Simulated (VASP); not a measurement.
A run of VASP 6.6.1 is set up as follows.

Contents of INCAR:

```
ALGO = Normal
EDIFF = 1E-6
EDIFFG = -0.01
ENCUT = 600
GGA = PE
IBRION = 2
ISIF = 3
ISMEAR = -1
ISPIN = 2
LASPH = True
LCHARG = False
LMAXMIX = 4
LORBIT = 11
LREAL = False
LWAVE = False
MAGMOM = 3 0
NELM = 150
NSW = 60
PREC = Accurate
SIGMA = 0.05
```

File KPOINTS:

```
k-points
0
Gamma
  11 11 11
```

The input POSCAR:

```
FeO
1.0
    0.0000000000      2.1554001600      2.1554001600
    2.1554001600      0.0000000000      2.1554001600
    2.1554001600      2.1554001600      0.0000000000
Fe O
1 1
Direct
    0.0000000000      0.0000000000      0.0000000000
    0.5000000000      0.5000000000      0.5000000000
```

Potentials or basis: VASP PAW PBE potentials, release 64 (Fe, O).

Command:

```sh
$ cat potpaw_PBE.64/Fe/POTCAR potpaw_PBE.64/O/POTCAR > POTCAR
$ mpirun -np 1 vasp_std > vasp.out
```

What does it give for the space group after relaxing (to 0.1 Å)?

Fm-3m (No. 225).

Estimate the net moment.

4.00 μB per cell.

Predict the site moments.

Fe +3.62; O +0.30 μB.

What does it give for the relaxed volume?

10.00 Å³/atom.

Final structure:
```
CELL_PARAMETERS angstrom
0.00000 2.15422 2.15422
2.15422 0.00000 2.15422
2.15422 2.15422 0.00000
ATOMIC_POSITIONS crystal
Fe 0.00000 0.00000 0.00000
O 0.50000 0.50000 0.50000
```

Caveat: a cell with one magnetic atom can't hold antiferromagnetic order, which such compounds often take.
